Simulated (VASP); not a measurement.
# MnO (P6_3mc) in VASP: single point with PBE+U

Aim: the single point of MnO with PBE+U.

Everything below comes from runs of VASP 6.6.1. Logs are shortened: lines on timing, memory, paths and dates and some standing lists are left out, and cuts for length are marked.

## (1) The cell of the first run

It takes space group P6_3mc (No. 186, hexagonal). Conventional cell: a = 3.372 Å, b = 3.372 Å, c = 5.385 Å, α = 90.00°, β = 90.00°, γ = 120.00°. Within 2.6 Å of Mn (site symmetry 3m) lie 4 O at 1.96 to 2.08 Å. Within 2.6 Å of O (site symmetry 3m) lie 4 Mn at 1.96 to 2.08 Å.

## (2) Single point, PBE+U, collinear spin, ferromagnetic start

INCAR

```
ALGO     = Normal         # electronic algorithm
EDIFF    = 1E-6           # SCF threshold, eV
ENCUT    = 520            # plane-wave cutoff, eV
GGA      = PE             # functional
ISIF     = 2              # what is computed and relaxed
ISMEAR   = 0              # smearing method
ISPIN    = 2              # spin polarisation
LASPH    = T              # aspherical terms in the spheres
LCHARG   = F              # write CHGCAR
LDAU     = T              # DFT+U
LDAUJ    = 0 0          
LDAUL    = 2 -1           # shell
LDAUPRINT= 1            
LDAUTYPE = 2            
LDAUU    = 4 0            # U, eV
LMAXMIX  = 4              # l up to which the mixer works
LORBIT   = 11             # projections on sites
LREAL    = F              # projectors in reciprocal space
LWAVE    = F              # write WAVECAR
MAGMOM   = 4.15 4.15 4.15 4.15 -0.01 -0.01 -0.01 -0.01 # initial moments
NBANDS   = 52             # bands
NELM     = 150            # most SCF steps
NUPDOWN  = 18.0           # fixed moment
PREC     = Accurate       # precision mode
SIGMA    = 0.05           # smearing width, eV
```

KPOINTS

```
k-points
0
Gamma
  6 6 6
```

POSCAR

```
MnO
1.0
    3.3717001900      0.0000000000      0.0000000000
   -1.6858500900      2.9199780200      5.3854988200
    0.0000000000      0.0000000000     10.7709976400
Mn O
4 4
Direct
    0.3333333333      0.6666666667      0.6721466666
    0.6666666667      0.3333333333      0.0888133334
    0.3333333333      0.6666666667      0.1721466667
    0.6666666667      0.3333333333      0.5888133334
    0.3333333333      0.6666666667      0.8544016667
    0.6666666667      0.3333333333      0.2710683334
    0.3333333333      0.6666666667      0.3544016666
    0.6666666667      0.3333333333      0.7710683334
```

Potentials or basis: VASP PAW PBE potentials, release 64 (Mn_pv, O).

Started as:

```
> cat potpaw_PBE.64/Mn_pv/POTCAR potpaw_PBE.64/O/POTCAR > POTCAR
> mpirun -np 1 vasp_std > vasp.out
```

OUTCAR:

```text
EDIFF = 1E-6
   ENCUT = 520
   GGA = PE
   ISIF = 2
   ISMEAR = 0
   ISPIN = 2
   LASPH = T
   LORBIT = 11
   LREAL = F
   NELM = 150
   NUPDOWN = 18.0
   PREC = Accurate

 ion  position               nearest neighbor table
   1  0.333  0.667  0.672-   5 1.96   8 2.08   6 2.08   8 2.08
   2  0.667  0.333  0.089-   6 1.96   5 2.08   7 2.08   5 2.08
   3  0.333  0.667  0.172-   7 1.96   6 2.08   8 2.08   6 2.08
   4  0.667  0.333  0.589-   8 1.96   7 2.08   5 2.08   7 2.08
   5  0.333  0.667  0.854-   1 1.96   2 2.08   4 2.08   2 2.08
   6  0.667  0.333  0.271-   2 1.96   3 2.08   1 2.08   3 2.08
   7  0.333  0.667  0.354-   3 1.96   4 2.08   2 2.08   4 2.08
   8  0.667  0.333  0.771-   4 1.96   1 2.08   3 2.08   1 2.08

  LATTYP: Found a body centered orthorhombic cell.
 ALAT       =     3.3717001900
 B/A-ratio  =     1.7320508085
 C/A-ratio  =     3.1945300688

  Lattice vectors:

 A1 = (   1.6858501000,   2.9199780200,  -5.3854988200)
 A2 = (  -1.6858501000,  -2.9199780200,  -5.3854988200)
 A3 = (  -1.6858500900,   2.9199780200,   5.3854988200)

Analysis of symmetry for initial positions (statically):
=====================================================================
 Subroutine PRICEL returns following result:

  LATTYP: Found a hexagonal cell.
 ALAT       =     3.3717001938
 C/A-ratio  =     1.5972650326
[... 12 lines left out ...]
 Subroutine GETGRP returns: Found  4 space group operations
 (whereof  2 operations were pure point group operations)
 out of a pool of  8 trial point group operations.

The static configuration has the point symmetry C_1h.
 The point group associated with its full space group is C_2v.

Analysis of symmetry for dynamics (positions and initial velocities):
=====================================================================
 Subroutine PRICEL returns following result:

  LATTYP: Found a hexagonal cell.
 ALAT       =     3.3717001938
 C/A-ratio  =     1.5972650326
[... 12 lines left out ...]
 Subroutine GETGRP returns: Found  4 space group operations
 (whereof  2 operations were pure point group operations)
 out of a pool of  8 trial point group operations.

The dynamic configuration has the point symmetry C_1h.
 The point group associated with its full space group is C_2v.

Analysis of structural, dynamic, and magnetic symmetry:
=====================================================================
 Subroutine PRICEL returns following result:

  LATTYP: Found a hexagonal cell.
 ALAT       =     3.3717001938
 C/A-ratio  =     1.5972650326
[... 12 lines left out ...]
 Subroutine GETGRP returns: Found  4 space group operations
 (whereof  2 operations were pure point group operations)
 out of a pool of  8 trial point group operations.

The overall configuration has the point symmetry C_1h.
 The point group associated with its full space group is C_2v.

 Subroutine INISYM returns: Found  4 space group operations
 (whereof  2 operations are pure point group operations),
 and found     2 'primitive' translations

----------------------------------------------------------------------------------------

                                     Primitive cell

  volume of cell :      53.0218

  direct lattice vectors                    reciprocal lattice vectors
    -1.685850100 -2.919978020  0.000000000     0.000000000 -0.342468331  0.000000000
     3.371700190  0.000000000  0.000000000     0.296586275 -0.171234166  0.000000000
     0.000000000  0.000000000  5.385498820     0.000000000  0.000000000  0.185683821

  length of vectors
     3.371700194  3.371700190  5.385498820     0.342468331  0.342468332  0.185683821

[... 93 lines left out ...]
   TEBEG  =    0.0;   TEEND  =   0.0 temperature during run
   PSTRESS=    0.0 pullay stress
   NELECT =      76.0000    total number of electrons
   NUPDOWN=      18.0000    fix difference up-down
   EMIN   =  10.00;   EMAX   =-10.00  energy-range for DOS
   EFERMI =   0.00;   METHOD = LEGACY
   ISMEAR =     0;   SIGMA  =   0.05  broadening in eV -4-tet -1-fermi 0-gaus
   EFERMI_NEDOS =   21; number of points for ismear=-14 and -15
   IALGO  =     38    algorithm
   IMIX   =      4    mixing-type and parameters
     AMIX     =   0.40;   BMIX     =  1.00
     AMIX_MAG =   1.60;   BMIX_MAG =  1.00
  volume/ion in A,a.u.               =      13.26        89.45
  Fermi-wavevector in a.u.,A,eV,Ry     =   1.465046  2.768535 29.202990  2.146359
  Thomas-Fermi vector in A             =   2.580949
   LORBIT       =     11    0 simple, 1 ext, 2 COOP (PROOUT), +10 PAW based schemes
 LDA+U is selected, type is set to LDAUTYPE =  2
   angular momentum for each species LDAUL =     2   -1
   U (eV)           for each species LDAUU =   4.0  0.0
   J (eV)           for each species LDAUJ =   0.0  0.0
   GGA     = PE    functional components
   LHFCALC =     F    Hartree Fock is set to
   AEXX    =    0.0000 exact exchange contribution
   IVDW    =     0    specifies the selected vdW correction
   LEPSILON=     F    determine dielectric tensor
   LRPA    =     F    only Hartree local field effects (RPA)
 spin polarized calculation
 Gauss-broadening in eV      SIGMA  =   0.05
  energy-cutoff  :      520.00
  volume of cell :      106.04
 maximum number of plane-waves:      2876
 NGX is ok and might be reduce to    28
   NGX = 13   NGY = 23   NGZ = 41

atom =   1  type =  1  l = 2

 onsite density matrix

spin component  1
[... 116 lines left out ...]
  o =  0.0296  v =  0.0000  0.0000  0.0000  0.0000  0.0000 -0.0000  0.7639 -0.0064 -0.0000  0.6453      0.0000  0.0000  0.0000  0.0000  0.0000  0.0000  0.0000  0.0000  0.0000  0.0000
  o =  0.0302  v =  0.0000  0.0000  0.0000  0.0000  0.0000  0.6407  0.0000  0.0000  0.7678  0.0000      0.0000  0.0000  0.0000  0.0000  0.0000  0.0000  0.0000  0.0000  0.0000  0.0000
  o =  0.0924  v =  0.0000  0.0000  0.0000  0.0000  0.0000  0.0000  0.6386  0.1519 -0.0000 -0.7544      0.0000  0.0000  0.0000  0.0000  0.0000  0.0000  0.0000  0.0000  0.0000  0.0000
  o =  0.0926  v =  0.0000  0.0000  0.0000  0.0000  0.0000  0.7678 -0.0000 -0.0000 -0.6407  0.0000      0.0000  0.0000  0.0000  0.0000  0.0000  0.0000  0.0000  0.0000  0.0000  0.0000
  o =  0.0976  v =  0.0000  0.0000  0.0000  0.0000  0.0000  0.0000  0.0931 -0.9884 -0.0000 -0.1201      0.0000  0.0000  0.0000  0.0000  0.0000  0.0000  0.0000  0.0000  0.0000  0.0000
  o =  0.9102  v = -0.0000  0.0126 -0.9997  0.0000 -0.0222  0.0000  0.0000  0.0000  0.0000  0.0000      0.0000  0.0000  0.0000  0.0000  0.0000  0.0000  0.0000  0.0000  0.0000  0.0000
  o =  0.9164  v = -0.0000 -0.6450 -0.0251  0.0000  0.7638  0.0000  0.0000  0.0000  0.0000  0.0000      0.0000  0.0000  0.0000  0.0000  0.0000  0.0000  0.0000  0.0000  0.0000  0.0000
  o =  0.9177  v =  0.7664 -0.0000 -0.0000 -0.6424  0.0000  0.0000  0.0000  0.0000  0.0000  0.0000      0.0000  0.0000  0.0000  0.0000  0.0000  0.0000  0.0000  0.0000  0.0000  0.0000
  o =  0.9422  v = -0.6424  0.0000  0.0000 -0.7664  0.0000  0.0000  0.0000  0.0000  0.0000  0.0000      0.0000  0.0000  0.0000  0.0000  0.0000  0.0000  0.0000  0.0000  0.0000  0.0000
  o =  0.9426  v =  0.0000  0.7641 -0.0047  0.0000  0.6451  0.0000  0.0000  0.0000  0.0000  0.0000      0.0000  0.0000  0.0000  0.0000  0.0000  0.0000  0.0000  0.0000  0.0000  0.0000

 number of electron      75.9999986 magnetization      18.0000310

 Free energy of the ion-electron system (eV)
  ---------------------------------------------------
  ext. energy  EPLUGINS =         0.00000000
  ---------------------------------------------------
  free energy    TOTEN  =       -58.76856512 eV

  energy without entropy =      -58.75971482  energy(sigma->0) =      -58.76413997

 E-fermi :   7.1796     XC(G=0): -10.6537

 val. band max:        7.1677447014   @ k =  -0.3333   0.1667   0.0000
 cond. band min:       4.4824147334   @ k =   0.0000   0.5000   0.1667
 fundamental gap:     -2.6853299681
 Fermi energy:         4.4654875480

 spin component 1

 k-point     1 :       0.0000    0.0000    0.0000
  band No.  band energies     occupation
      1     -44.7925      1.00000
      2     -44.7867      1.00000
      3     -44.7867      1.00000
      4     -44.7650      1.00000
      5     -44.7650      1.00000
      6     -44.7643      1.00000
[... 2537 lines left out ...]
     49      10.0919      0.00000
     50      10.1695      0.00000

 [... further k-points ...]

 [bands above 50 left out]

------------------------ aborting loop because EDIFF is reached ----------------------------------------

  FORCE on cell =-STRESS in cart. coord.  units (eV):
  Direction    XX          YY          ZZ          XY          YZ          ZX
  --------------------------------------------------------------------------------------
  -------------------------------------------------------------------------------------
  Total        1.8378838      1.7648210      8.1746809      0.0000000      0.0000000      0.0000000
  in kB       27.7679723     26.6640906    123.5085231      0.0000000      0.0000000      0.0000000
  external PRESSURE =      59.3135286 kB  Pullay stress =       0.0000000 kB

 VOLUME and BASIS-vectors are now :
 -----------------------------------------------------------------------------
  energy-cutoff  :      520.00
  volume of cell :      106.04
      direct lattice vectors                 reciprocal lattice vectors
     3.371700190  0.000000000  0.000000000     0.296586275  0.171234165  0.000000000
    -1.685850090  2.919978020  5.385498820     0.000000000  0.342468331  0.000000000
     0.000000000  0.000000000 10.770997640     0.000000000 -0.171234166  0.092841911

 POSITION                                       TOTAL-FORCE (eV/Angst)
 -----------------------------------------------------------------------------------
      0.00000      1.94665     10.83002         0.000000      0.004325     -0.723354
      1.68585      0.97333      2.75177        -0.000000     -0.004325     -0.723354
      0.00000      1.94665      5.44452         0.000000      0.004325     -0.723354
      1.68585      0.97333      8.13727        -0.000000     -0.004325     -0.723354
      0.00000      1.94665     12.79309         0.000000      0.003488      0.723354
      1.68585      0.97333      4.71484        -0.000000     -0.003488      0.723354
      0.00000      1.94665      7.40759         0.000000      0.003488      0.723354
      1.68585      0.97333     10.10034        -0.000000     -0.003488      0.723354
 -----------------------------------------------------------------------------------
    total drift:                               -0.000021      0.000036     -0.001267

  FREE ENERGIE OF THE ION-ELECTRON SYSTEM (eV)
  ---------------------------------------------------
  free  energy   TOTEN  =       -58.7685651224 eV

  energy  without entropy=      -58.7597148161  energy(sigma->0) =      -58.76413997

 total charge

# of ion       s       p       d       tot
------------------------------------------
    1        0.248   6.227   4.950  11.425
    2        0.248   6.227   4.950  11.425
    3        0.248   6.227   4.950  11.425
    4        0.248   6.227   4.950  11.425
    5        1.565   3.446   0.000   5.011
    6        1.565   3.446   0.000   5.011
    7        1.565   3.446   0.000   5.011
    8        1.565   3.446   0.000   5.011
--------------------------------------------------
tot          7.251  38.694  19.799  65.745

 magnetization (x)

# of ion       s       p       d       tot
------------------------------------------
    1        0.024   0.044   4.278   4.346
    2        0.024   0.044   4.278   4.346
    3        0.024   0.044   4.278   4.346
    4        0.024   0.044   4.278   4.346
    5        0.003  -0.010   0.000  -0.007
    6        0.003  -0.010   0.000  -0.007
    7        0.003  -0.010   0.000  -0.007
    8        0.003  -0.010   0.000  -0.007
--------------------------------------------------
tot          0.107   0.138  17.112  17.357
```

Run time: 22 min. Hardware: 1 thread of Oxide Virtual Turin-like, shared host; peak memory 0.58 GiB.

Results:

| Quantity | Value |
| --- | --- |
| Free energy | -58.7686 eV |
| Pressure | 5.9 GPa |
| Largest force | 0.723 eV/Å |
| Net moment | 18.00 μB per cell |
| Site moments | Mn +4.35; O -0.01 μB |
| Valence electrons inside the program's atomic spheres | Mn 11.43; O 5.01 |

Forces on the atoms (eV/Å):
```
Mn   0.000  0.004 -0.723
Mn   0.000 -0.004 -0.723
Mn   0.000  0.004 -0.723
Mn   0.000 -0.004 -0.723
O    0.000  0.003  0.723
O    0.000 -0.003  0.723
O    0.000  0.003  0.723
O    0.000 -0.003  0.723
```

Eigenvalues of the final occupation matrices:
| site | spin | trace | eigenvalues |
| --- | --- | --- | --- |
| site 1 d | 1 | 4.63 | 0.91 0.92 0.92 0.94 0.94 |
| site 1 d | 2 | 0.34 | 0.03 0.03 0.09 0.09 0.10 |
| site 2 d | 1 | 4.63 | 0.91 0.92 0.92 0.94 0.94 |
| site 2 d | 2 | 0.34 | 0.03 0.03 0.09 0.09 0.10 |
| site 3 d | 1 | 4.63 | 0.91 0.92 0.92 0.94 0.94 |
| site 3 d | 2 | 0.34 | 0.03 0.03 0.09 0.09 0.10 |
| site 4 d | 1 | 4.63 | 0.91 0.92 0.92 0.94 0.94 |
| site 4 d | 2 | 0.34 | 0.03 0.03 0.09 0.09 0.10 |

Caveat: the moment is held away from its start; the stress differs along the axes, from 3 to 12 GPa; the total moment is fixed, so each spin has its own Fermi level and the state may be an excited one; the run started ferromagnetic, and an antiferromagnetic order may lie lower in energy. The state reached can hang on the start; a lower one may exist.
